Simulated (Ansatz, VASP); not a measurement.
**Two plane-wave programs on Fe**

```xyz
2
Lattice="0.0000 2.3734 2.3734 2.3734 0.0000 2.3734 2.3734 2.3734 0.0000" Properties=species:S:1:pos:R:3 pbc="T T T"
Fe    0.5934    0.5934    0.5934
Fe    4.1535    4.1535    4.1535
```

Alike in both runs: task single point; functional r2SCAN; k mesh 13 × 13 × 13; occupations fermi-dirac, width 0.1 eV; no spin polarisation.

|  | VASP | Ansatz |
| --- | --- | --- |
| version | VASP 6.6.1 | Ansatz 0.2.0 |
| potentials or method | VASP PAW PBE potentials, release 64 (Fe_sv), cutoff 760 eV | plane waves (500 eV) with PAW, scalar-relativistic |
| valence electrons in the cell | 32 | 32 |

Ansatz gave:

```
pressure (GPa) : 7.7
```

**Question.** What did VASP give for the same quantities?

**Answer.** Pressure (GPa): 7.3.

VASP's potentials were made for PBE, not for r2SCAN.
